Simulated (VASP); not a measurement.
**Al: single point with PBEsol**

Crystal: Al.

```
CELL_PARAMETERS angstrom
0.00000 2.02398 1.93290
2.02398 0.00000 1.93290
2.02398 2.02398 0.00000
ATOMIC_POSITIONS crystal
Al 0.00000 0.00000 0.00000
```

This cell differs from its parent crystal: strain -0.0450 x Voigt [0, 0, 1, 0, 0, 0].

- Program: VASP 6.6.1
- Task: single point
- Functional: PBEsol
- Potentials or basis: VASP PAW PBE potentials, release 64 (Al)
- Cutoff: 520 eV
- k mesh: 20 × 20 × 20
- Occupations: gaussian, width 0.15 eV
- Spin: no spin polarisation

- Pressure: 2.1 GPa

Stress tensor (GPa, compression positive):
```
1.17 0.00 0.00
0.00 1.17 0.00
0.00 0.00 3.90
```

Levels at points of the mesh, in eV from the Fermi level:
```
           k point  band 1  band 2  band 3  band 4
(0.00, 0.00, 0.00)  -11.42   12.68   12.68   13.18
(0.50, 0.00, 0.00)   -4.76   -4.43   11.10   11.27
(0.50, 0.50, 0.00)   -2.54   -0.98    4.90    5.21
(0.50, 0.00, 0.50)   -3.25   -1.94    5.47    5.94
```

Run time: 29 s on 1 thread of Intel Xeon 6975P-C (shared host), peak memory 0.19 GiB.

Caveat: the cell differs from its parent crystal (strain -0.0450 x Voigt [0, 0, 1, 0, 0, 0]); the PAW data sets were made with another functional, which shifts forces and pressure a little.
